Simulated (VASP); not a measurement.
**Ti4C: single point with PBE**

System: Ti4C, a slab with vacuum.

```xyz
5
Lattice="3.2555 0.0000 0.0000 0.0000 3.2555 0.0000 0.0000 0.0000 20.1798" Properties=species:S:1:pos:R:3 pbc="T T T"
Ti    1.6278    1.6278    4.0000
Ti    0.0000    0.0000    5.6278
Ti    1.6278    1.6278    7.1677
Ti    0.0000    0.0000    8.6798
C     0.4069    0.8139   10.1945
```

```yaml
Program: VASP 6.6.1
Task: single point
Functional: PBE
Potentials_or_basis: VASP PAW PBE potentials, release 64 (Ti_sv, C)
Cutoff: 520 eV
k_mesh: 8 × 8 × 1
Occupations: gaussian, width 0.1 eV
Spin: no spin polarisation
```

```json
{
  "Largest force": "2.691 eV/Å",
  "Band gap on the k mesh": "zero (bands 26 and 27 overlap by 0.60 eV)"
}
```

Forces in eV/Å, atoms in the order of the input:
```
Ti  -0.065 -0.075  0.555
Ti   0.098  0.098 -0.387
Ti   0.008  0.205 -0.694
Ti  -1.203 -2.365  0.448
C    1.161  2.137  0.078
```

Levels at points of the mesh, in eV from the Fermi level:
```
           k point  band 22  band 23  band 24  band 25  band 26  band 27  band 28  band 29  band 30  band 31
(0.00, 0.00, 0.00)    -1.84    -0.93    -0.34     0.22     0.30     0.92     0.93     0.98     1.11     1.29
(0.50, 0.00, 0.00)    -1.52    -0.53    -0.36    -0.13     0.03     0.16     0.54     1.00     1.16     1.39
(0.00, 0.50, 0.00)    -1.21    -0.42    -0.35    -0.14    -0.09     0.18     0.50     0.94     1.17     1.24
(0.50, 0.50, 0.00)    -0.77    -0.66    -0.59    -0.42    -0.38    -0.16     0.16     0.59     1.07     1.95
```

It took 9.4 min on 1 thread of Intel(R) Xeon(R) Platinum 8375C CPU @ 2.90GHz (Ice Lake), with other jobs on the host, peak memory 0.39 GiB.
